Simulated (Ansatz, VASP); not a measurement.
**Ge: VASP beside Ansatz**

INCAR

```
SYSTEM = Ge
ALGO = Normal
EDIFF = 1E-6
ENCUT = 520
GGA = CA
ISIF = 2
ISMEAR = 0
LASPH = .TRUE.
LCHARG = .FALSE.
LREAL = .FALSE.
LWAVE = .FALSE.
NBANDS = 21
NELM = 100
PREC = Accurate
SIGMA = 0.15
```

Contents of KPOINTS:

```
k-points
0
G
  16 16 16
  0 0 0
```

File POSCAR:

```
Ge
1.0
    0.0000000000      2.6506192896      2.9925491780
    2.6506192896      0.0000000000      2.9925491780
    2.6506192896      2.6506192896      0.0000000000
Ge
2
Direct
    0.5000000000      0.5000000000      0.5000000000
    0.7500000000      0.7500000000      0.7500000000
```

Input for Ansatz:

```yaml
crystal:
  lattice:
    - [0.0, 2.6506192896, 2.992549178]
    - [2.6506192896, 0.0, 2.992549178]
    - [2.6506192896, 2.6506192896, 0.0]
  atoms:
    - { symbol: Ge, position: [0.5, 0.5, 0.5] }
    - { symbol: Ge, position: [0.75, 0.75, 0.75] }
basis:
  ecutwfc: 420
kpoints:
  mp_grid: { grid: [16, 16, 16] }
hamiltonian:
  xc: lda
scf:
  occupations: { method: gaussian, width: 0.15 }
output:
  forces: true
  stress: true
  eigenvalues: true
```

Alike in both runs: task single point; functional LDA; k mesh 16 × 16 × 16; occupations gaussian, width 0.15 eV; no spin polarisation.

```csv
,VASP,Ansatz
version,VASP 6.6.1,Ansatz 0.2.0
potentials or method,"VASP PAW LDA potentials, release 64 (Ge_d), cutoff 520 eV","scalar-relativistic, plane waves, PAW"
valence electrons in the cell,28,28
```

```csv
,VASP,Ansatz,Ansatz less VASP
gap on the k mesh at the Fermi level (eV),none,none,-
pressure (GPa),4.7,4.4,-0.31
"traceless stress, the component that is largest in VASP (GPa)",-7.34,-7.33,+0.011
```

LDA's correlation is that of Perdew and Zunger in VASP and of Perdew and Wang (1992) in Ansatz. A gap of «none» marks a metal or a gap that the smearing closes.
